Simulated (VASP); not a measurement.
# Hf in VASP: a series of runs

Hf is run at these levels: LDA; tasks: single point.

All numbers are computed with VASP 6.6.1; they aren't measurements. Logs are shortened: lines on timing, memory, paths and dates and some standing lists are left out, and cuts for length are marked.

### Step 1. The cell of the first run

The cell holds a slab with vacuum, 5 atoms: a = 3.118 Å, b = 3.118 Å, c = 25.893 Å, α = 90.00°, β = 90.00°, γ = 120.00°.

### Step 2. Single point, LDA

File INCAR:

```
  PREC = Accurate
  ENCUT = 520
  EDIFF = 1E-6
  ISMEAR = -1
  SIGMA = 0.08
  LREAL = False
  LASPH = True
  NELM = 100
  ALGO = Normal
  ISIF = 2
  LWAVE = False
  LCHARG = True
  LDIPOL = True
  IDIPOL = 3
  DIPOL = 0.5 0.5 0.500
  LELF = True
  LVHAR = True
  LVACPOTAV = True
  NBANDS = 33
```

File KPOINTS:

```
regular mesh
0
Gamma
  12 12 1
```

File POSCAR:

```
Hf
1.0
    3.1180146446      0.0000000000      0.0000000000
   -1.5590073223      2.7002798916      0.0000000000
    0.0000000000      0.0000000000     25.8932000000
Hf
5
Direct
    0.0000000000      0.0000000000      0.3129801676
    0.3333333333      0.6666666667      0.4025170969
    0.0000000000      0.0000000000      0.4999999907
    0.3333333333      0.6666666667      0.5974829050
    0.0000000000      0.0000000000      0.6870198395
```

Potentials or basis: VASP PAW LDA potentials, release 64 (Hf_pv).

Command:

```bash
> cat potpaw_LDA.64/Hf_pv/POTCAR > POTCAR
> mpirun -np 1 vasp_std > vasp.out
```

OUTCAR:

```text
PREC = Accurate
   ENCUT = 520
   EDIFF = 1E-6
   ISMEAR = -1
   LREAL = False
   LASPH = True
   NELM = 100
   ISIF = 2

 ion  position               nearest neighbor table
   1  0.000  0.000  0.313-   2 2.94   2 2.94   2 2.94
   2  0.333  0.667  0.403-   1 2.94   1 2.94   1 2.94   3 3.10   3 3.10   3 3.10
   3  0.000  0.000  0.500-   2 3.10   2 3.10   2 3.10   4 3.10   4 3.10   4 3.10
   4  0.333  0.667  0.597-   5 2.94   5 2.94   5 2.94   3 3.10   3 3.10   3 3.10
   5  0.000  0.000  0.687-   4 2.94   4 2.94   4 2.94

  LATTYP: Found a hexagonal cell.
 ALAT       =     3.1180146446
 C/A-ratio  =     8.3043869101

  Lattice vectors:

 A1 = (   3.1180146446,   0.0000000000,   0.0000000000)
 A2 = (  -1.5590073223,   2.7002798916,   0.0000000000)
 A3 = (   0.0000000000,   0.0000000000,  25.8932000000)

Analysis of symmetry for initial positions (statically):
=====================================================================
 Subroutine PRICEL returns:
 Original cell was already a primitive cell.

 Routine SETGRP: Setting up the symmetry group for a
 hexagonal supercell.

 Subroutine GETGRP returns: Found 12 space group operations
 (whereof 12 operations were pure point group operations)
 out of a pool of 24 trial point group operations.

The static configuration has the point symmetry D_3h.

Analysis of symmetry for dynamics (positions and initial velocities):
=====================================================================
 Subroutine PRICEL returns:
 Original cell was already a primitive cell.

 Routine SETGRP: Setting up the symmetry group for a
 hexagonal supercell.

 Subroutine GETGRP returns: Found 12 space group operations
 (whereof 12 operations were pure point group operations)
 out of a pool of 24 trial point group operations.

The dynamic configuration has the point symmetry D_3h.

 Subroutine INISYM returns: Found 12 space group operations
 (whereof 12 operations are pure point group operations),
 and found     1 'primitive' translations

----------------------------------------------------------------------------------------

                                     Primitive cell

  volume of cell :     218.0081

  direct lattice vectors                    reciprocal lattice vectors
     3.118014645  0.000000000  0.000000000     0.320716903  0.185165990  0.000000000
    -1.559007322  2.700279892  0.000000000     0.000000000  0.370331980  0.000000000
     0.000000000  0.000000000 25.893200000     0.000000000  0.000000000  0.038620178

  length of vectors
     3.118014645  3.118014645 25.893200000     0.370331980  0.370331980  0.038620178

  position of ions in fractional coordinates (direct lattice)
     0.000000000  0.000000000  0.312980168
     0.333333333  0.666666667  0.402517097
     0.000000000  0.000000000  0.499999991
     0.333333333  0.666666667  0.597482905
     0.000000000  0.000000000  0.687019840

  ion indices of the primitive-cell ions
   primitive index   ion index
                 1           1
                 2           2
                 3           3
                 4           4
                 5           5

----------------------------------------------------------------------------------------

 KPOINTS: regular mesh

Automatic generation of k-mesh.
 Grid dimensions read from file:
 generate k-points for:   12   12    1

 Generating k-lattice:

  Cartesian coordinates                     Fractional coordinates (reciprocal lattice)
     0.026726409  0.015430499  0.000000000     0.083333333  0.000000000  0.000000000
     0.000000000  0.030860998  0.000000000     0.000000000  0.083333333  0.000000000
     0.000000000  0.000000000  0.038620178     0.000000000  0.000000000  1.000000000

  Length of vectors
     0.030860998  0.030860998  0.038620178

  Shift w.r.t. Gamma in fractional coordinates (k-lattice)
     0.000000000  0.000000000  0.000000000

 Subroutine IBZKPT returns following result:
 ===========================================

 Found     19 irreducible k-points:

 Following reciprocal coordinates:
            Coordinates               Weight
  0.000000  0.000000  0.000000      1.000000
  0.083333  0.000000  0.000000      6.000000
  0.166667  0.000000  0.000000      6.000000
  0.250000  0.000000  0.000000      6.000000
  0.333333  0.000000  0.000000      6.000000
  0.416667  0.000000  0.000000      6.000000
[... 11 lines left out ...]
  0.333333  0.250000  0.000000     12.000000
  0.333333  0.333333  0.000000      2.000000
   k-points           NKPTS =     19   k-points in BZ     NKDIM =     19   number of bands    NBANDS=     33
   number of dos      NEDOS =    301   number of ions     NIONS =      5
   total plane-waves  NPLWV = 112896
   dimension x,y,z NGX =    24 NGY =   24 NGZ =  196
   dimension x,y,z NGXF=    48 NGYF=   48 NGZF=  392
   ions per type =               5
   NGX,Y,Z   is equivalent  to a cutoff of  12.80, 12.80, 12.58 a.u.
   NGXF,Y,Z  is equivalent  to a cutoff of  25.59, 25.59, 25.17 a.u.
 SYSTEM =  unknown system
   PREC   = accura    normal or accurate (medium, high low for compatibility)
   ISTART =      0    job   : 0-new  1-cont  2-samecut
   ICHARG =      2    charge: 1-file 2-atom 10-const
   ISPIN  =      1    spin polarized calculation?
   LNONCOLLINEAR =      F non collinear calculations
   LSORBIT =      F    spin-orbit coupling
   LASPH  =      T    aspherical Exc in radial PAW
   ENCUT  =  520.0 eV  38.22 Ry    6.18 a.u.   5.80  5.80 48.14*2*pi/ulx,y,z
   NELM   =    100;   NELMIN=  2; NELMDL= -5     # of ELM steps
   EDIFF  = 0.1E-05   stopping-criterion for ELM
   LREAL  =      F    real-space projection
   EDIFFG = 0.1E-04   stopping-criterion for IOM
   NSW    =      0    number of steps for IOM
   IBRION =     -1    ionic relax: 0-MD 1-quasi-New 2-CG
   NFREE  =      0    steps in history (QN), initial steepest desc. (CG)
   ISIF   =      2    stress and relaxation
   ISYM   =      2    0-nonsym 1-usesym 2-fastsym
   POTIM  = 0.5000    time-step for ionic-motion
   TEBEG  =    0.0;   TEEND  =   0.0 temperature during run
   PSTRESS=    0.0 pullay stress
   NELECT =      50.0000    total number of electrons
   NUPDOWN=      -1.0000    fix difference up-down
   EMIN   =  10.00;   EMAX   =-10.00  energy-range for DOS
   EFERMI =   0.00;   METHOD = LEGACY
   ISMEAR =    -1;   SIGMA  =   0.08  broadening in eV -4-tet -1-fermi 0-gaus
   EFERMI_NEDOS =   21; number of points for ismear=-14 and -15
   IALGO  =     38    algorithm
   IMIX   =      4    mixing-type and parameters
     AMIX     =   0.40;   BMIX     =  1.00
     AMIX_MAG =   1.60;   BMIX_MAG =  1.00
  volume/ion in A,a.u.               =      43.60       294.24
  Fermi-wavevector in a.u.,A,eV,Ry     =   1.002091  1.893678 13.662792  1.004187
  Thomas-Fermi vector in A             =   2.134556
   LORBIT       =      0    0 simple, 1 ext, 2 COOP (PROOUT), +10 PAW based schemes
   GGA     = CA    functional components
   LHFCALC =     F    Hartree Fock is set to
   AEXX    =    0.0000 exact exchange contribution
   IVDW    =     0    specifies the selected vdW correction
   LEPSILON=     F    determine dielectric tensor
   LRPA    =     F    only Hartree local field effects (RPA)
 non-spin polarized calculation
  energy-cutoff  :      520.00
  volume of cell :      218.01
 maximum number of plane-waves:      5908
 NGX is ok and might be reduce to    24
   NGX = 11   NGY = 11   NGZ = 97

 dipolmoment           0.000000      0.000000     -0.000000 electrons x Angstroem

 number of electron      49.9999993 magnetization

 dipolmoment           0.000000      0.000000      0.000000 electrons x Angstroem

 Free energy of the ion-electron system (eV)
  ---------------------------------------------------
  ext. energy  EPLUGINS =         0.00000000
  ---------------------------------------------------
  free energy    TOTEN  =       -51.50337866 eV

  energy without entropy =      -51.39031562  energy(sigma->0) =      -51.44684714

 E-fermi :   0.2272     XC(G=0):  -6.4399

 val. band max:        0.2241801725   @ k =   0.0833   0.0833   0.0000
 cond. band min:       0.2348580047   @ k =   0.3333   0.1667   0.0000
 fundamental gap:      0.0106778322
 Fermi energy:         0.2272370495

 k-point     1 :       0.0000    0.0000    0.0000
  band No.  band energies     occupation
      1     -30.6551      2.00000
      2     -30.5918      2.00000
      3     -30.2074      2.00000
      4     -29.8691      2.00000
      5     -29.8691      2.00000
      6     -29.8689      2.00000
[... 25 lines left out ...]
     32       1.6030      0.00000
     33       1.7437      0.00000

 k-point     2 :       0.0833    0.0000    0.0000
  band No.  band energies     occupation
      1     -30.6372      2.00000
      2     -30.5799      2.00000
      3     -30.2098      2.00000
      4     -29.9381      2.00000
      5     -29.9220      2.00000
      6     -29.8822      2.00000
[... 25 lines left out ...]
     32       1.6054      0.00000
     33       1.7217      0.00000

 k-point     3 :       0.1667    0.0000    0.0000
  band No.  band energies     occupation
      1     -30.5887      2.00000
      2     -30.5496      2.00000
      3     -30.2292      2.00000
      4     -30.0934      2.00000
      5     -30.0508      2.00000
      6     -29.9179      2.00000
[... 25 lines left out ...]
     32       1.8025      0.00000
     33       2.1311      0.00000

 k-point     4 :       0.2500    0.0000    0.0000
  band No.  band energies     occupation
      1     -30.5306      2.00000
      2     -30.5191      2.00000
      3     -30.3183      2.00000
      4     -30.2810      2.00000
      5     -30.1632      2.00000
      6     -30.0022      2.00000
[... 25 lines left out ...]
     32       1.9939      0.00000
     33       2.5920      0.00000

 k-point     5 :       0.3333    0.0000    0.0000
  band No.  band energies     occupation
      1     -30.5338      2.00000
      2     -30.5289      2.00000
      3     -30.4442      2.00000
      4     -30.4359      2.00000
      5     -30.2009      2.00000
      6     -30.1712      2.00000
[... 424 lines left out ...]
 k-point    17 :       0.2500    0.2500    0.0000
  band No.  band energies     occupation
      1     -30.5410      2.00000
      2     -30.5319      2.00000
      3     -30.4429      2.00000
      4     -30.4208      2.00000
      5     -30.2906      2.00000
      6     -30.2587      2.00000
[... 25 lines left out ...]
     32       1.7464      0.00000
     33       2.4667      0.00000

 k-point    18 :       0.3333    0.2500    0.0000
  band No.  band energies     occupation
      1     -30.5390      2.00000
      2     -30.5324      2.00000
      3     -30.4467      2.00000
      4     -30.4277      2.00000
      5     -30.3321      2.00000
      6     -30.3135      2.00000
[... 25 lines left out ...]
     32       2.2432      0.00000
     33       2.7658      0.00000

 k-point    19 :       0.3333    0.3333    0.0000
  band No.  band energies     occupation
      1     -30.4787      2.00000
      2     -30.4635      2.00000
      3     -30.4314      2.00000
      4     -30.4178      2.00000
      5     -30.4140      2.00000
      6     -30.4036      2.00000
[... 25 lines left out ...]
     32       2.4145      0.00000
     33       2.9046      0.00000

------------------------ aborting loop because EDIFF is reached ----------------------------------------

  FORCE on cell =-STRESS in cart. coord.  units (eV):
  Direction    XX          YY          ZZ          XY          YZ          ZX
  --------------------------------------------------------------------------------------
  -------------------------------------------------------------------------------------
  Total       -1.4641264     -1.4641264      0.0459622     -0.0000000     -0.0000000      0.0000000
  in kB      -10.7601046    -10.7601046      0.3377837     -0.0000000     -0.0000000      0.0000000
  external PRESSURE =      -7.0608085 kB  Pullay stress =       0.0000000 kB

 VOLUME and BASIS-vectors are now :
 -----------------------------------------------------------------------------
  energy-cutoff  :      520.00
  volume of cell :      218.01
      direct lattice vectors                 reciprocal lattice vectors
     3.118014645  0.000000000  0.000000000     0.320716903  0.185165990  0.000000000
    -1.559007322  2.700279892  0.000000000     0.000000000  0.370331980  0.000000000
     0.000000000  0.000000000 25.893200000     0.000000000  0.000000000  0.038620178

 POSITION                                       TOTAL-FORCE (eV/Angst)
 -----------------------------------------------------------------------------------
      0.00000      0.00000      8.10406        -0.000000     -0.000000      0.005776
     -0.00000      1.80019     10.42246         0.000000     -0.000000     -0.023467
      0.00000      0.00000     12.94660        -0.000000     -0.000000     -0.000000
     -0.00000      1.80019     15.47074         0.000000     -0.000000      0.023467
      0.00000      0.00000     17.78914        -0.000000      0.000000     -0.005776
 -----------------------------------------------------------------------------------
    total drift:                                0.000000     -0.000000      0.000008

  FREE ENERGIE OF THE ION-ELECTRON SYSTEM (eV)
  ---------------------------------------------------
  free  energy   TOTEN  =       -51.5033786555 eV

  energy  without entropy=      -51.3903156225  energy(sigma->0) =      -51.44684714

 vacuum level on the upper side and lower side of the slab         4.828         4.828
```

Run time: 3.4 min. Hardware: 1 thread of Intel Xeon Platinum 8488C (Sapphire Rapids), shared host; peak memory 0.31 GiB.

Results:

```
Free energy            : -51.5034 eV
Largest force          : 0.023 eV/Å
Band gap on the k mesh : zero (band 25 reaches 1.17 eV, above the bottom of band 26 at -0.32 eV)
```

Forces on the atoms (eV/Å):
```
Hf   0.000  0.000  0.006
Hf   0.000  0.000 -0.023
Hf   0.000  0.000  0.000
Hf   0.000  0.000  0.023
Hf   0.000  0.000 -0.006
```

Caveat: spin-orbit coupling is left out, which moves the levels of the heavy elements.

### Step 3. Single point, LDA

File INCAR:

```
SYSTEM = Hf
PREC = Accurate
ENCUT = 520
EDIFF = 1E-7
ISMEAR = -1
SIGMA = 0.08
LREAL = .False.
LASPH = .True.
NELM = 80
ALGO = Normal
ISIF = 2
LWAVE = .False.
LCHARG = .True.
LDIPOL = .True.
IDIPOL = 3
DIPOL = 0.5 0.5 0.500
LELF = .True.
LVHAR = .True.
LVACPOTAV = .True.
NBANDS = 33
```

File KPOINTS:

```
regular mesh
0
Gamma
  12 12 1
  0 0 0
```

POSCAR is that of step 2.

Potentials or basis: VASP PAW LDA potentials, release 64 (Hf_pv).

Command:

```bash
> cat potpaw_LDA.64/Hf_pv/POTCAR > POTCAR
> mpirun -np 1 vasp_std > vasp.out
```

It took 3.4 min on 1 thread of Intel Xeon Platinum 8488C (Sapphire Rapids), shared host; peak memory 0.31 GiB.

Results (log left out):

```
Free energy            : -51.5034 eV
Largest force          : 0.023 eV/Å
Band gap on the k mesh : zero (band 25 reaches 1.17 eV, above the bottom of band 26 at -0.32 eV)
```

Forces on the atoms (eV/Å):
```
Hf   0.000  0.000  0.006
Hf   0.000  0.000 -0.023
Hf   0.000  0.000  0.000
Hf   0.000  0.000  0.023
Hf   0.000  0.000 -0.006
```

Levels at points of the mesh, in eV from the Fermi level:
| k point | band 21 | band 22 | band 23 | band 24 | band 25 | band 26 | band 27 | band 28 | band 29 | band 30 |
| --- | --- | --- | --- | --- | --- | --- | --- | --- | --- | --- |
| (0.00, 0.00, 0.00) | -0.30 | -0.15 | 0.59 | 0.61 | 0.94 | 0.94 | 1.06 | 1.06 | 1.08 | 1.08 |
| (0.50, 0.00, 0.00) | -1.96 | -1.40 | -1.25 | -0.95 | 0.32 | 0.60 | 0.97 | 1.47 | 1.52 | 1.60 |

Caveat: spin-orbit coupling is left out, which moves the levels of the heavy elements.

### Step 4. Single point, LDA

File INCAR:

```
PREC = Accurate ; ENCUT = 400
EDIFF = 1E-6 ; ISMEAR = -1
SIGMA = 0.08 ; LREAL = F
LASPH = T ; NELM = 120
ALGO = Normal ; ISIF = 2
LWAVE = F ; LCHARG = T
LDIPOL = T ; IDIPOL = 3
DIPOL = 0.5 0.5 0.500 ; GGA = CA
LELF = T ; LVHAR = T
LVACPOTAV = T ; NBANDS = 33
GGA_COMPAT = F ; NELMDL = -8
```

File KPOINTS:

```
regular mesh
0
Gamma
  12 12 1
```

File POSCAR:

```
Hf
1.0
    3.1180146446      0.0000000000      0.0000000000
   -1.5590073223      2.7002798916      0.0000000000
    0.0000000000      0.0000000000     25.8932000000
Hf
5
Direct
    0.0000000000      0.0000000000      0.3089611796
    0.3333333340      0.6666666660      0.4044805899
    0.0000000000      0.0000000000      0.4999999997
    0.3333333340      0.6666666660      0.5955194101
    0.0000000000      0.0000000000      0.6910388204
```

Command:

```bash
> cat potpaw_LDA.64/Hf_pv/POTCAR > POTCAR
> mpirun -np 1 vasp_std > vasp.out
```

Run time: 4.3 min. Hardware: 1 thread of Intel Xeon Platinum 8488C (Sapphire Rapids), shared host; peak memory 0.23 GiB.

It converged, with:

```
Free energy            : -51.3759 eV
Largest force          : 0.814 eV/Å
Band gap on the k mesh : zero (band 25 reaches 1.14 eV, above the bottom of band 26 at -0.28 eV)
```

Forces on the atoms (eV/Å):
```
Hf   0.000  0.000  0.680
Hf   0.000  0.000 -0.814
Hf   0.000  0.000  0.000
Hf   0.000  0.000  0.814
Hf   0.000  0.000 -0.680
```

Levels at points of the mesh, in eV from the Fermi level:
```tsv
k point	band 21	band 22	band 23	band 24	band 25	band 26	band 27	band 28	band 29	band 30
(0.00, 0.00, 0.00)	-0.16	-0.08	0.41	0.62	0.92	1.05	1.05	1.09	1.09	1.23
(0.50, 0.00, 0.00)	-1.96	-1.37	-1.20	-1.07	0.20	0.56	1.04	1.31	1.61	1.72
```

Caveat: spin-orbit coupling is left out, which moves the levels of the heavy elements.

### Step 5. Single point, LDA

File INCAR:

```
SYSTEM = Hf
ALGO     = Normal         ! electronic algorithm
DIPOL    = 0.5 0.5 0.500
EDIFF    = 1E-6           ! SCF threshold, eV
ENCUT    = 400            ! plane-wave cutoff, eV
GGA      = CA             ! functional
GGA_COMPAT= .FALSE.      
IDIPOL   = 3            
ISIF     = 2              ! what is computed and relaxed
ISMEAR   = -1             ! smearing method
LASPH    = .TRUE.         ! aspherical terms in the spheres
LCHARG   = .FALSE.        ! write CHGCAR
LDIPOL   = .TRUE.       
LREAL    = .FALSE.        ! projectors in reciprocal space
LWAVE    = .FALSE.        ! write WAVECAR
NBANDS   = 33             ! bands
NELM     = 120            ! most SCF steps
NELMDL   = -8           
PREC     = Accurate       ! precision mode
SIGMA    = 0.08           ! smearing width, eV
```

File KPOINTS:

```
k-points
0
G
  12 12 1
  0 0 0
```

File POSCAR:

```
Hf
1.0
    3.1180146446      0.0000000000      0.0000000000
   -1.5590073223      2.7002798916      0.0000000000
    0.0000000000      0.0000000000     25.8932000000
Hf
5
Direct
    0.0000000000      0.0000000000      0.3129801676
    0.3333333333      0.6666666667      0.4025170969
    0.0000000000      0.0000000000      0.4999999907
    0.3333333333      0.6666666667      0.5974829050
    0.0000000000      0.0000000000      0.6870198395
```

Command:

```bash
> cat potpaw_LDA.64/Hf_pv/POTCAR > POTCAR
> mpirun -np 1 vasp_std > vasp.out
```

Run time: 3.8 min. Hardware: 1 thread of Intel Xeon Platinum 8488C (Sapphire Rapids), shared host; peak memory 0.24 GiB.

The run converged. Its results:

```
Free energy            : -51.5017 eV
Largest force          : 0.022 eV/Å
Band gap on the k mesh : zero (band 25 reaches 1.17 eV, above the bottom of band 26 at -0.32 eV)
```

Forces in eV/Å, atoms in the order of the input:
```
Hf   0.000  0.000  0.005
Hf   0.000  0.000 -0.022
Hf   0.000  0.000  0.000
Hf   0.000  0.000  0.022
Hf   0.000  0.000 -0.005
```

Levels at points of the mesh, in eV from the Fermi level:
```csv
k point,band 22,band 23,band 24,band 25,band 26,band 27,band 28,band 29
"(0.00, 0.00, 0.00)",-0.15,0.59,0.61,0.94,0.94,1.06,1.06,1.08
"(0.50, 0.00, 0.00)",-1.40,-1.25,-0.95,0.32,0.60,0.97,1.47,1.52
```

Caveat: spin-orbit coupling is left out, which moves the levels of the heavy elements.
